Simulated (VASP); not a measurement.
# SiNi (P-1) in VASP: notebook

SiNi is run at these levels: PBE; tasks: single point.

All numbers are computed with VASP 6.6.1; they aren't measurements. Logs are shortened: lines on timing, memory, paths and dates and some standing lists are left out, and cuts for length are marked.

## (1) The cell of the first run

The typed cell holds 4 atoms: a = 3.027 Å, b = 3.274 Å, c = 4.698 Å, α = 90.57°, β = 90.57°, γ = 90.57°.

## (2) Single point, PBE, collinear spin, ferromagnetic start (equal xy, yz and zx shear strains of -1 %)

The input, INCAR:

```
  PREC = Accurate
  ENCUT = 600
  EDIFF = 1E-6
  ISMEAR = -1
  SIGMA = 0.05
  LREAL = F
  LASPH = T
  NELM = 200
  ALGO = Normal
  ISIF = 2
  LWAVE = F
  LCHARG = F
  ISPIN = 2
  MAGMOM = 0 0 1.5 1.5
  LORBIT = 11
  LMAXMIX = 4
  GGA = PE
  NBANDS = 26
  GGA_COMPAT = F
  KPAR = 4
```

The input, KPOINTS:

```
Automatic mesh
0
Gamma
  11 10 7
```

The input, POSCAR:

```
SiNi
1.0
    3.0266200000     -0.0151331000     -0.0151331000
   -0.0163675000      3.2735000000     -0.0163675000
   -0.0234888000     -0.0234888000      4.6977600000
Si Ni
2 2
Direct
    0.5000000000      0.5000000000      0.8423000000
    0.0000000000      0.0000000000      0.1577000000
    0.5000000000      0.5000000000      0.3442200000
    0.0000000000      0.0000000000      0.6557800000
```

Potentials or basis: VASP PAW PBE potentials, release 64 (Si, Ni).

Launch:

```
$ cat potpaw_PBE.64/Si/POTCAR potpaw_PBE.64/Ni/POTCAR > POTCAR
$ mpirun -np 4 vasp_std > vasp.out
```

OUTCAR:

```text
PREC = Accurate
   ENCUT = 600
   EDIFF = 1E-6
   ISMEAR = -1
   LREAL = F
   LASPH = T
   NELM = 200
   ISIF = 2
   ISPIN = 2
   LORBIT = 11
   GGA = PE

 ion  position               nearest neighbor table
   1  0.500  0.500  0.842-   3 2.34   3 2.36   4 2.37   4 2.40   4 2.41   4 2.41   2 2.65   2 2.68
                             2 2.69   2 2.69
   2  0.000  0.000  0.158-   4 2.34   4 2.36   3 2.37   3 2.40   3 2.41   3 2.41   1 2.65   1 2.68
                             1 2.69   1 2.69
   3  0.500  0.500  0.344-   1 2.34   1 2.36   2 2.37   2 2.40   2 2.41   2 2.41   4 2.64   4 2.67
                             4 2.68   4 2.68
   4  0.000  0.000  0.656-   2 2.34   2 2.36   1 2.37   1 2.40   1 2.41   1 2.41   3 2.64   3 2.67
                             3 2.68   3 2.68

  LATTYP: Found a triclinic cell.
 ALAT       =     4.4361658283
 B/A-ratio  =     0.6822773949
 C/A-ratio  =     1.2967656695
 COS(alpha) =     0.0024695740
 COS(beta)  =     0.4276185315
 COS(gamma) =     0.6749169067

  Lattice vectors:

 A1 = (   3.0102525000,   3.2583669000,  -0.0315006000)
 A2 = (   3.0266200000,  -0.0151331000,  -0.0151331000)
 A3 = (   0.0071213000,   3.2969888000,  -4.7141275000)

Analysis of symmetry for initial positions (statically):
=====================================================================
 Subroutine PRICEL returns:
 Original cell was already a primitive cell.

 Routine SETGRP: Setting up the symmetry group for a
 triclinic supercell.

 Subroutine GETGRP returns: Found  2 space group operations
 (whereof  1 operations were pure point group operations)
 out of a pool of  2 trial point group operations.

The static configuration has the point symmetry C_1 .
 The point group associated with its full space group is S_2 .

Analysis of symmetry for dynamics (positions and initial velocities):
=====================================================================
 Subroutine PRICEL returns:
 Original cell was already a primitive cell.

 Routine SETGRP: Setting up the symmetry group for a
 triclinic supercell.

 Subroutine GETGRP returns: Found  2 space group operations
 (whereof  1 operations were pure point group operations)
 out of a pool of  2 trial point group operations.

The dynamic configuration has the point symmetry C_1 .
 The point group associated with its full space group is S_2 .

Analysis of structural, dynamic, and magnetic symmetry:
=====================================================================
 Subroutine PRICEL returns:
 Original cell was already a primitive cell.
[... 140 lines left out ...]
   AEXX    =    0.0000 exact exchange contribution
   IVDW    =     0    specifies the selected vdW correction
   LEPSILON=     F    determine dielectric tensor
   LRPA    =     F    only Hartree local field effects (RPA)
 spin polarized calculation
  energy-cutoff  :      600.00
  volume of cell :       46.54
 maximum number of plane-waves:      1580
   NGX = 13   NGY = 13   NGZ = 19

 number of electron      27.9999997 magnetization      -0.0000454

 number of electron      27.9999997 magnetization       0.0000542

 Free energy of the ion-electron system (eV)
  ---------------------------------------------------
  ext. energy  EPLUGINS =         0.00000000
  ---------------------------------------------------
  free energy    TOTEN  =       -23.60021919 eV

  energy without entropy =      -23.58893690  energy(sigma->0) =      -23.59457805

 E-fermi :  11.2325     XC(G=0): -12.4570

 val. band max:       11.2310389624   @ k =   0.0909  -0.2000   0.4286
 cond. band min:      11.2328031931   @ k =  -0.3636   0.3000   0.4286
 fundamental gap:      0.0017642307
 Fermi energy:        11.2325449368

 spin component 1

 k-point     1 :       0.0000    0.0000    0.0000
  band No.  band energies     occupation
      1      -2.5566      1.00000
      2       3.1843      1.00000
      3       4.8362      1.00000
      4       7.1483      1.00000
      5       7.7427      1.00000
      6       8.2952      1.00000
[... 685 lines left out ...]
     25      25.6520      0.00000
     26      26.1329      0.00000

 [... further k-points ...]

 spin component 2

 k-point     1 :       0.0000    0.0000    0.0000
  band No.  band energies     occupation
      1      -2.5566      1.00000
      2       3.1843      1.00000
      3       4.8362      1.00000
      4       7.1482      1.00000
      5       7.7427      1.00000
      6       8.2952      1.00000
[... 685 lines left out ...]
     25      25.6520      0.00000
     26      26.1329      0.00000

 [... further k-points ...]

------------------------ aborting loop because EDIFF is reached ----------------------------------------

  FORCE on cell =-STRESS in cart. coord.  units (eV):
  Direction    XX          YY          ZZ          XY          YZ          ZX
  --------------------------------------------------------------------------------------
  -------------------------------------------------------------------------------------
  Total        0.2264608      0.2302633      0.5882365      0.3568802      0.3554571      0.3584276
  in kB        7.7960626      7.9269656     20.2504269     12.2858342     12.2368425     12.3391047
  external PRESSURE =      11.9911517 kB  Pullay stress =       0.0000000 kB

 VOLUME and BASIS-vectors are now :
 -----------------------------------------------------------------------------
  energy-cutoff  :      600.00
  volume of cell :       46.54
      direct lattice vectors                 reciprocal lattice vectors
     3.026620000 -0.015133100 -0.015133100     0.330418174  0.001660393  0.001660393
    -0.016367500  3.273500000 -0.016367500     0.001535170  0.305498779  0.001535170
    -0.023488800 -0.023488800  4.697760000     0.001069739  0.001069739  0.212878107

 POSITION                                       TOTAL-FORCE (eV/Angst)
 -----------------------------------------------------------------------------------
      1.48534      1.60940      3.94117         0.003386      0.008205      0.097162
     -0.00370     -0.00370      0.74084        -0.003386     -0.008205     -0.097162
      1.49704      1.62110      1.60131         0.026553      0.012112     -0.122845
     -0.01540     -0.01540      3.08070        -0.026553     -0.012112      0.122845
 -----------------------------------------------------------------------------------
    total drift:                                0.000000      0.000000     -0.000000

  FREE ENERGIE OF THE ION-ELECTRON SYSTEM (eV)
  ---------------------------------------------------
  free  energy   TOTEN  =       -23.6002191914 eV

  energy  without entropy=      -23.5889369038  energy(sigma->0) =      -23.59457805

 total charge

# of ion       s       p       d       tot
------------------------------------------
    1        0.750   0.852   0.000   1.602
    2        0.750   0.852   0.000   1.602
    3        0.473   0.598   8.460   9.531
    4        0.473   0.598   8.460   9.531
--------------------------------------------------
tot          2.446   2.900  16.920  22.265

 magnetization (x)

# of ion       s       p       d       tot
------------------------------------------
    1       -0.000   0.000   0.000  -0.000
    2       -0.000   0.000   0.000  -0.000
    3       -0.000  -0.000  -0.000  -0.000
    4       -0.000  -0.000  -0.000  -0.000
--------------------------------------------------
tot         -0.000   0.000  -0.000  -0.000
```

OSZICAR:

```text
N       E                     dE             d eps       ncg     rms          rms(c)
DAV:   1     0.158058200458E+03    0.15806E+03   -0.12777E+04 40232   0.139E+03
DAV:   2    -0.156298230465E+02   -0.17369E+03   -0.16070E+03 40458   0.279E+02
DAV:   3    -0.261958296078E+02   -0.10566E+02   -0.10133E+02 47526   0.762E+01
DAV:   4    -0.264217609496E+02   -0.22593E+00   -0.22514E+00 47896   0.990E+00
DAV:   5    -0.264275686020E+02   -0.58077E-02   -0.58063E-02 49326   0.170E+00    0.219E+01
DAV:   6    -0.320742677268E+02   -0.56467E+01   -0.43189E+01 48270   0.121E+02    0.269E+01
DAV:   7    -0.236357623842E+02    0.84385E+01   -0.17899E+01 48378   0.782E+01    0.358E+00
DAV:   8    -0.236374639845E+02   -0.17016E-02   -0.11112E+00 59810   0.105E+01    0.234E+00
DAV:   9    -0.236013596182E+02    0.36104E-01   -0.13540E-01 55898   0.494E+00    0.583E-01
DAV:  10    -0.236006249291E+02    0.73469E-03   -0.46101E-03 58930   0.732E-01    0.320E-01
DAV:  11    -0.236003535464E+02    0.27138E-03   -0.46790E-04 60212   0.207E-01    0.197E-01
DAV:  12    -0.236002270946E+02    0.12645E-03   -0.25053E-04 56882   0.250E-01    0.501E-02
DAV:  13    -0.236002228788E+02    0.42158E-05   -0.24032E-05 58400   0.561E-02    0.228E-02
DAV:  14    -0.236002204311E+02    0.24477E-05   -0.16208E-06 32784   0.174E-02    0.927E-03
DAV:  15    -0.236002193972E+02    0.10339E-05   -0.10611E-06 23770   0.891E-03    0.259E-03
DAV:  16    -0.236002191914E+02    0.20574E-06   -0.41538E-07 21470   0.493E-03
   1 F= -.23600219E+02 E0= -.23594578E+02  d E =-.112823E-01  mag=    -0.0000
```

stdout:

```text
POSCAR found type information on POSCAR SiNi
 POSCAR found :  2 types and       4 ions
 scaLAPACK will be used
 LDA part: xc-table for (Slater+PW92), standard interpolation
 POSCAR, INCAR and KPOINTS ok, starting setup
 FFT: planning ... GRIDC
 FFT: planning ... GRID_SOFT
 FFT: planning ... GRID
 WAVECAR not read
 entering main loop
```

It took 2.3 min on 4 MPI ranks of Intel Xeon Platinum 8488C (Sapphire Rapids), shared host; peak memory 0.82 GiB.

What came out:

| Property | Result |
| --- | --- |
| Free energy | -23.6002 eV |
| Pressure | 1.2 GPa |
| Largest force | 0.126 eV/Å |
| Band gap on the k mesh | zero (filled and empty bands overlap) |
| Net moment | 0.00 μB per cell |
| Valence electrons inside the program's atomic spheres | Si 1.60; Ni 9.53 |

Forces in eV/Å, atoms in the order of the input:
```
Si   0.003  0.008  0.097
Si  -0.003 -0.008 -0.097
Ni   0.027  0.012 -0.123
Ni  -0.027 -0.012  0.123
```

Stress tensor (GPa, compression positive):
```
0.78 1.23 1.23
1.23 0.79 1.22
1.23 1.22 2.03
```

Levels at points of the mesh, in eV from the Fermi level:
Spin up:
```
           k point  band 10  band 11  band 12  band 13  band 14  band 15  band 16  band 17  band 18  band 19
(0.00, 0.00, 0.00)    -2.54    -2.28    -1.92    -1.90    -1.04     0.80     2.98     5.12     5.37     6.81
(0.00, 0.50, 0.00)    -2.57    -2.18    -2.18    -2.03    -2.01     1.19     1.35     4.56     4.64     7.47
```
Spin down:
```
           k point  band 11  band 12  band 13  band 14  band 15  band 16  band 17  band 18
(0.00, 0.00, 0.00)    -2.28    -1.92    -1.90    -1.04     0.80     2.98     5.12     5.37
(0.00, 0.50, 0.00)    -2.18    -2.18    -2.03    -2.01     1.19     1.35     4.56     4.64
```

Caveat: the cell differs from its parent crystal (equal xy, yz and zx shear strains of -1 %); the moments typed at the start vanished in this run.

## (3) Single point, PBE, collinear spin, ferromagnetic start (equal xy, yz and zx shear strains of -3 %)

The input, INCAR:

```
SYSTEM = SiNi
PREC = Accurate
ENCUT = 600
EDIFF = 1E-6
ISMEAR = -1
SIGMA = 0.05
LREAL = .FALSE.
LASPH = .TRUE.
NELM = 200
ALGO = Normal
ISIF = 2
LWAVE = .FALSE.
LCHARG = .TRUE.
ISPIN = 2
MAGMOM = 0 0 1.5 1.5
LORBIT = 11
LMAXMIX = 4
GGA = PE
LVHAR = .TRUE.
NBANDS = 26
GGA_COMPAT = .FALSE.
KPAR = 4
```

The input, KPOINTS:

```
Automatic mesh
0
G
  11 10 7
  0 0 0
```

The input, POSCAR:

```
SiNi
1.0
    3.0266200000     -0.0453993000     -0.0453993000
   -0.0491025000      3.2735000000     -0.0491025000
   -0.0704664000     -0.0704664000      4.6977600000
Si Ni
2 2
Direct
    0.5000000000      0.5000000000      0.8423000000
    0.0000000000      0.0000000000      0.1577000000
    0.5000000000      0.5000000000      0.3442200000
    0.0000000000      0.0000000000      0.6557800000
```

Potentials or basis: VASP PAW PBE potentials, release 64 (Si, Ni).

Launch:

```
$ cat potpaw_PBE.64/Si/POTCAR potpaw_PBE.64/Ni/POTCAR > POTCAR
$ mpirun -np 4 vasp_std > vasp.out
```

It took 5.8 min on 4 MPI ranks of Intel Xeon Platinum 8259CL at 2.50GHz (Skylake/Cascade Lake), shared host; peak memory 0.82 GiB.

It converged, with:

* Free energy: -23.5551 eV
* Pressure: 1.7 GPa
* Largest force: 0.150 eV/Å
* Band gap on the k mesh: zero (filled and empty bands overlap)
* Net moment: 0.00 μB per cell
* Valence electrons inside the program's atomic spheres: Si 1.60; Ni 9.54

Forces on the atoms (eV/Å):
```
Si   0.023  0.036  0.097
Si  -0.023 -0.036 -0.097
Ni   0.080  0.039 -0.121
Ni  -0.080 -0.039  0.121
```

Stress tensor (GPa, compression positive):
```
1.21 3.94 3.90
3.94 1.52 3.89
3.90 3.89 2.38
```

Levels at points of the mesh, in eV from the Fermi level:
Spin up:
```tsv
k point	band 11	band 12	band 13	band 14	band 15	band 16	band 17	band 18
(0.00, 0.00, 0.00)	-2.28	-1.92	-1.90	-1.03	0.82	2.98	5.10	5.36
(0.00, 0.50, 0.00)	-2.19	-2.17	-2.05	-1.99	1.04	1.52	4.47	4.67
```
Spin down:
```tsv
k point	band 11	band 12	band 13	band 14	band 15	band 16	band 17	band 18
(0.00, 0.00, 0.00)	-2.28	-1.92	-1.90	-1.03	0.82	2.98	5.10	5.36
(0.00, 0.50, 0.00)	-2.19	-2.17	-2.05	-1.99	1.04	1.52	4.47	4.67
```

Caveat: the cell differs from its parent crystal (equal xy, yz and zx shear strains of -3 %); the moments typed at the start vanished in this run.

## (4) Single point, PBE, collinear spin, ferromagnetic start (equal xy, yz and zx shear strains of +2 %)

INCAR, as its differences from that of step 3:

```diff
@@ -12,3 +12,3 @@
 LWAVE = .FALSE.
-LCHARG = .TRUE.
+LCHARG = .FALSE.
 ISPIN = 2
@@ -18,3 +18,2 @@
 GGA = PE
-LVHAR = .TRUE.
 NBANDS = 26
```

The input, KPOINTS:

```
regular mesh
0
G
  11 10 7
  0 0 0
```

The input, POSCAR:

```
SiNi
1.0
    3.0266200000      0.0302662000      0.0302662000
    0.0327350000      3.2735000000      0.0327350000
    0.0469776000      0.0469776000      4.6977600000
Si Ni
2 2
Direct
    0.5000000000      0.5000000000      0.8423000000
    0.0000000000      0.0000000000      0.1577000000
    0.5000000000      0.5000000000      0.3442200000
    0.0000000000      0.0000000000      0.6557800000
```

Launch:

```
$ cat potpaw_PBE.64/Si/POTCAR potpaw_PBE.64/Ni/POTCAR > POTCAR
$ mpirun -np 4 vasp_std > vasp.out
```

Wall time 3.9 min (4 MPI ranks of Intel Xeon Platinum 8259CL at 2.50GHz (Skylake/Cascade Lake), shared host); peak memory 0.81 GiB.

Results (log left out):

| Item | Value |
| --- | --- |
| Free energy | -23.5858 eV |
| Pressure | 1.4 GPa |
| Largest force | 0.135 eV/Å |
| Band gap on the k mesh | zero (filled and empty bands overlap) |
| Net moment | 0.00 μB per cell |
| Valence electrons inside the program's atomic spheres | Si 1.60; Ni 9.53 |

Forces on the atoms (eV/Å):
```
Si   0.006 -0.004  0.097
Si  -0.006  0.004 -0.097
Ni  -0.052 -0.024 -0.123
Ni   0.052  0.024  0.123
```

Stress tensor (GPa, compression positive):
```
 0.94 -2.23 -2.23
-2.23  1.03 -2.21
-2.23 -2.21  2.13
```

Levels at points of the mesh, in eV from the Fermi level:
Spin up:
| k point | band 10 | band 11 | band 12 | band 13 | band 14 | band 15 | band 16 | band 17 | band 18 | band 19 |
| --- | --- | --- | --- | --- | --- | --- | --- | --- | --- | --- |
| (0.00, 0.00, 0.00) | -2.54 | -2.27 | -1.92 | -1.90 | -1.03 | 0.81 | 2.98 | 5.11 | 5.37 | 6.81 |
| (0.00, 0.50, 0.00) | -2.54 | -2.19 | -2.18 | -2.04 | -2.00 | 1.12 | 1.43 | 4.51 | 4.67 | 7.45 |
Spin down:
| k point | band 10 | band 11 | band 12 | band 13 | band 14 | band 15 | band 16 | band 17 | band 18 | band 19 |
| --- | --- | --- | --- | --- | --- | --- | --- | --- | --- | --- |
| (0.00, 0.00, 0.00) | -2.54 | -2.27 | -1.92 | -1.90 | -1.03 | 0.81 | 2.98 | 5.11 | 5.37 | 6.81 |
| (0.00, 0.50, 0.00) | -2.54 | -2.19 | -2.18 | -2.04 | -2.00 | 1.12 | 1.43 | 4.51 | 4.67 | 7.45 |

Caveat: the cell differs from its parent crystal (equal xy, yz and zx shear strains of +2 %); the moments typed at the start vanished in this run.
